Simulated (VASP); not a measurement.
# Si2W3 (Cm) in VASP: single point with PBE

Aim: the single point of Si2W3 with PBE.

Program: VASP 6.6.1. These are calculated values, not measurements. Logs are shortened: lines on timing, memory, paths and dates and some standing lists are left out, and cuts for length are marked.

## 1. The cell of the first run

It takes space group Cm (No. 8, monoclinic). The conventional cell has a = 9.376 Å, b = 9.376 Å, c = 3.312 Å, α = 90.00°, β = 90.00°, γ = 90.00°. Within 3.1 Å of Si (site symmetry m) lie 8 W at 2.36 to 2.77 Å and 1 Si at 2.54 Å. Within 3.4 Å of Si (site symmetry m) lie 3 Si at 2.54 to 3.31 Å and 8 W at 2.55 to 2.58 Å. Within 3.4 Å of Si (site symmetry 1) lie 3 Si at 2.52 to 3.31 Å and 8 W at 2.55 to 2.58 Å. W (site symmetry 1) has 4 Si at 2.58 to 2.60 Å and 10 W at 2.99 to 3.31 Å within 3.4 Å. Within 3.6 Å of W (site symmetry m) lie 6 Si at 2.55 to 2.56 Å and 11 W at 2.99 to 3.53 Å. W (site symmetry m) has 6 Si at 2.36 to 2.75 Å and 5 W at 2.99 Å within 3.1 Å. W (site symmetry 1) has 6 Si at 2.38 to 2.77 Å and 5 W at 2.99 Å within 3.1 Å.

## 2. Single point, PBE (atom 1 (Si) moved -0.300 Å towards its neighbour atom 1 (Si) at 3.312 Å)

The input, INCAR:

```
PREC = Accurate ; ENCUT = 520
EDIFF = 1E-6 ; ISMEAR = 0
SIGMA = 0.15 ; LREAL = False
LASPH = True ; NELM = 80
ALGO = Fast ; ISIF = 2
LWAVE = False ; LCHARG = False
GGA = PE ; NBANDS = 61
```

The input, KPOINTS:

```
regular mesh
0
Gamma
  6 6 12
```

The input, POSCAR:

```
Si2W3
1.0
    6.6300342967      0.0000000000      0.0000000000
    0.0000000000      6.6300342967      0.0000000000
    0.0000000000      0.0000000000      3.3123213826
Si W
4 6
Direct
    0.1342329886      0.6342329886      0.0905709215
    0.8657670114      0.3657670114      0.0000000000
    0.6342329886      0.8657670114      0.0000000000
    0.3657670114      0.1342329886      0.0000000000
    0.5000000000      0.5000000000      0.0000000000
    0.0000000000      0.0000000000      0.0000000000
    0.6595119696      0.1595119696      0.5000000000
    0.3404880304      0.8404880304      0.5000000000
    0.1595119696      0.3404880304      0.5000000000
    0.8404880304      0.6595119696      0.5000000000
```

Potentials or basis: VASP PAW PBE potentials, release 64 (Si, W_sv).

Command:

```console
cat potpaw_PBE.64/Si/POTCAR potpaw_PBE.64/W_sv/POTCAR > POTCAR
mpirun -np 1 vasp_std > vasp.out
```

OUTCAR:

```text
PREC = Accurate
   ENCUT = 520
   EDIFF = 1E-6
   ISMEAR = 0
   LREAL = False
   LASPH = True
   NELM = 80
   ISIF = 2
   GGA = PE

 ion  position               nearest neighbor table
   1  0.134  0.634  0.091-   8 2.36   9 2.38  10 2.38   2 2.54   6 2.60   5 2.60   8 2.75   9 2.77
                            10 2.77
   2  0.866  0.366  0.000-   1 2.54   7 2.55   7 2.55  10 2.56   9 2.56   9 2.56  10 2.56   5 2.58
                             6 2.58
   3  0.634  0.866  0.000-   4 2.52  10 2.55  10 2.55   7 2.56   7 2.56   8 2.56   8 2.56   5 2.58
                             6 2.58
   4  0.366  0.134  0.000-   3 2.52   9 2.55   9 2.55   7 2.56   7 2.56   8 2.56   8 2.56   5 2.58
                             6 2.58
   5  0.500  0.500  0.000-   2 2.58   3 2.58   4 2.58   1 2.60   7 2.99   8 2.99   9 2.99  10 2.99
                             7 2.99   8 2.99   9 2.99  10 2.99
   6  0.000  0.000  0.000-   2 2.58   3 2.58   4 2.58   1 2.60   7 2.99   8 2.99   9 2.99  10 2.99
                             7 2.99   8 2.99   9 2.99  10 2.99
   7  0.660  0.160  0.500-   2 2.55   2 2.55   4 2.56   3 2.56   3 2.56   4 2.56   8 2.99   5 2.99
                             6 2.99   5 2.99   6 2.99
   8  0.340  0.840  0.500-   1 2.36   3 2.56   4 2.56   3 2.56   4 2.56   1 2.75   7 2.99   6 2.99
                             5 2.99   5 2.99   6 2.99
   9  0.160  0.340  0.500-   1 2.38   4 2.55   4 2.55   2 2.56   2 2.56   1 2.77  10 2.99   6 2.99
                             5 2.99   5 2.99   6 2.99
  10  0.840  0.660  0.500-   1 2.38   3 2.55   3 2.55   2 2.56   2 2.56   1 2.77   9 2.99   6 2.99
                             5 2.99   5 2.99   6 2.99

  LATTYP: Found a simple tetragonal cell.
 ALAT       =     6.6300342967
 C/A-ratio  =     0.4995934009

  Lattice vectors:

 A1 = (   6.6300342967,   0.0000000000,   0.0000000000)
 A2 = (   0.0000000000,   6.6300342967,   0.0000000000)
 A3 = (   0.0000000000,   0.0000000000,   3.3123213826)

Analysis of symmetry for initial positions (statically):
=====================================================================
 Subroutine PRICEL returns:
 Original cell was already a primitive cell.

 Routine SETGRP: Setting up the symmetry group for a
 simple tetragonal supercell.

 Subroutine GETGRP returns: Found  2 space group operations
 (whereof  1 operations were pure point group operations)
 out of a pool of 16 trial point group operations.

The static configuration has the point symmetry C_1 .
 The point group associated with its full space group is C_1h.

Analysis of symmetry for dynamics (positions and initial velocities):
=====================================================================
 Subroutine PRICEL returns:
[... 142 lines left out ...]
   EFERMI_NEDOS =   21; number of points for ismear=-14 and -15
   IALGO  =     68    algorithm
   IMIX   =      4    mixing-type and parameters
     AMIX     =   0.40;   BMIX     =  1.00
     AMIX_MAG =   1.60;   BMIX_MAG =  1.00
  volume/ion in A,a.u.               =      14.56        98.26
  Fermi-wavevector in a.u.,A,eV,Ry     =   1.444398  2.729516 28.385632  2.086285
  Thomas-Fermi vector in A             =   2.562697
   LORBIT       =      0    0 simple, 1 ext, 2 COOP (PROOUT), +10 PAW based schemes
   GGA     = PE    functional components
   LHFCALC =     F    Hartree Fock is set to
   AEXX    =    0.0000 exact exchange contribution
   IVDW    =     0    specifies the selected vdW correction
   LEPSILON=     F    determine dielectric tensor
   LRPA    =     F    only Hartree local field effects (RPA)
 non-spin polarized calculation
 RMM-DIIS sequential band-by-band and
 Gauss-broadening in eV      SIGMA  =   0.15
  energy-cutoff  :      520.00
  volume of cell :      145.60
 maximum number of plane-waves:      3945
 NGX is ok and might be reduce to    50
   NGX = 25   NGY = 25   NGZ = 13

 number of electron     100.0000000 magnetization

 number of electron      99.9999980 magnetization

 Free energy of the ion-electron system (eV)
  ---------------------------------------------------
  ext. energy  EPLUGINS =         0.00000000
  ---------------------------------------------------
  free energy    TOTEN  =       -98.73553896 eV

  energy without entropy =      -98.66969130  energy(sigma->0) =      -98.70261513

 E-fermi :  11.7102     XC(G=0): -12.9406

 val. band max:       11.7085386689   @ k =  -0.3333   0.0000   0.1667
 cond. band min:      11.7151613708   @ k =   0.1667   0.0000   0.1667
 fundamental gap:      0.0066227020
 Fermi energy:        11.7101759403

 k-point     1 :       0.0000    0.0000    0.0000
  band No.  band energies     occupation
      1     -62.6505      2.00000
      2     -62.6256      2.00000
      3     -62.6141      2.00000
      4     -62.5996      2.00000
      5     -62.3851      2.00000
      6     -62.3822      2.00000
[... 1525 lines left out ...]
     60      13.5644      0.00000
     61      13.9015      0.00000

 [... further k-points ...]

------------------------ aborting loop because EDIFF is reached ----------------------------------------

  FORCE on cell =-STRESS in cart. coord.  units (eV):
  Direction    XX          YY          ZZ          XY          YZ          ZX
  --------------------------------------------------------------------------------------
  -------------------------------------------------------------------------------------
  Total        2.0946980      2.0946980      1.0250938      0.5396150      0.0431335      0.0431335
  in kB       23.0498435     23.0498435     11.2800283      5.9378682      0.4746362      0.4746372
  external PRESSURE =      19.1265718 kB  Pullay stress =       0.0000000 kB

 VOLUME and BASIS-vectors are now :
 -----------------------------------------------------------------------------
  energy-cutoff  :      520.00
  volume of cell :      145.60
      direct lattice vectors                 reciprocal lattice vectors
     6.630034297  0.000000000  0.000000000     0.150828782  0.000000000  0.000000000
     0.000000000  6.630034297  0.000000000     0.000000000  0.150828782  0.000000000
     0.000000000  0.000000000  3.312321383     0.000000000  0.000000000  0.301903072

 POSITION                                       TOTAL-FORCE (eV/Angst)
 -----------------------------------------------------------------------------------
      0.88997      4.20499      0.30000         0.193981      0.193981     -3.743792
      5.74006      2.42505      0.00000         0.020614      0.020614     -0.085127
      4.20499      5.74006      0.00000         0.023472     -0.024241      0.134393
      2.42505      0.88997      0.00000        -0.024241      0.023472      0.134393
      3.31502      3.31502      0.00000        -0.084080      0.021053      0.054051
      0.00000      0.00000      0.00000         0.021053     -0.084080      0.054051
      4.37259      1.05757      1.65616         0.038037      0.038037     -0.056418
      2.25745      5.57246      1.65616         0.506775      0.506775      1.326906
      1.05757      2.25745      1.65616         0.053959     -0.749568      1.090771
      5.57246      4.37259      1.65616        -0.749568      0.053959      1.090771
 -----------------------------------------------------------------------------------
    total drift:                                0.000027      0.000027     -0.000229

  FREE ENERGIE OF THE ION-ELECTRON SYSTEM (eV)
  ---------------------------------------------------
  free  energy   TOTEN  =       -98.7355389597 eV

  energy  without entropy=      -98.6696913017  energy(sigma->0) =      -98.70261513
```

Wall time 30 min (1 thread of Oxide Virtual Turin-like, shared host); peak memory 0.79 GiB.

What came out:

| Quantity | Value |
| --- | --- |
| Free energy | -98.7355 eV |
| Pressure | 1.9 GPa |
| Largest force | 3.754 eV/Å |
| Band gap on the k mesh | zero (bands 50 and 51 overlap by 1.68 eV) |

Forces in eV/Å, atoms in the order of the input:
```
Si   0.194  0.194 -3.744
Si   0.021  0.021 -0.085
Si   0.023 -0.024  0.134
Si  -0.024  0.023  0.134
W   -0.084  0.021  0.054
W    0.021 -0.084  0.054
W    0.038  0.038 -0.056
W    0.507  0.507  1.327
W    0.054 -0.750  1.091
W   -0.750  0.054  1.091
```

Levels at points of the mesh, in eV from the Fermi level:
```csv
k point,band 46,band 47,band 48,band 49,band 50,band 51,band 52,band 53,band 54,band 55
"(0.00, 0.00, 0.00)",-1.10,-0.87,-0.85,-0.59,-0.13,-0.13,0.10,0.70,0.76,0.86
"(0.50, 0.00, 0.00)",-1.54,-1.05,-0.98,-0.77,-0.72,-0.69,-0.57,0.48,0.54,0.87
"(0.50, 0.50, 0.00)",-2.09,-1.42,-1.38,-0.29,-0.09,-0.04,-0.01,0.04,0.17,0.22
"(0.00, 0.00, 0.50)",-2.08,-2.04,-1.48,-1.45,-1.43,1.63,1.80,1.85,1.89,2.07
"(0.50, 0.00, 0.50)",-2.06,-0.45,-0.41,0.01,0.04,0.54,0.60,1.72,1.74,2.05
"(0.50, 0.50, 0.50)",-3.05,-0.24,-0.21,0.93,0.99,1.26,1.31,1.36,1.40,1.73
```

Caveat: the cell differs from its parent crystal (atom 1 (Si) moved -0.300 Å towards its neighbour atom 1 (Si) at 3.312 Å); spin-orbit coupling is left out, which moves the levels of the heavy elements; forces of over 1 eV/Å act on the atoms, so gaps and moduli don't describe the material at rest.
